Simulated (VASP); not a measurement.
A run of VASP 6.6.1 is set up as follows.

INCAR

```
ALGO = Normal ; EDIFF = 1E-6
ENCUT = 600 ; GGA = CA
GGA_COMPAT = False ; ISIF = 2
ISMEAR = 0 ; LASPH = True
LCHARG = False ; LREAL = False
LWAVE = False ; NBANDS = 11
NELM = 120 ; PREC = Accurate
SIGMA = 0.01
```

Contents of KPOINTS:

```
k-points
0
Gamma
  6 6 6
```

The input POSCAR:

```
MgS
1.0
    0.0000000000      2.7752849963      2.7752849963
    2.7752849963      0.0000000000      2.7752849963
    2.7752849963      2.7752849963      0.0000000000
Mg S
1 1
Direct
    0.0000000000      0.0000000000      0.0000000000
    0.7500000000      0.7500000000      0.7500000000
```

Potentials or basis: VASP PAW LDA potentials, release 64 (Mg, S).

Command:

```sh
$ cat potpaw_LDA.64/Mg/POTCAR potpaw_LDA.64/S/POTCAR > POTCAR
$ mpirun -np 1 vasp_std > vasp.out
```

(1) What does it give for the pressure?

(2) Estimate the band gap on the k mesh.

## Answers

(1) 1.2 GPa.

(2) 3.50 eV, direct.
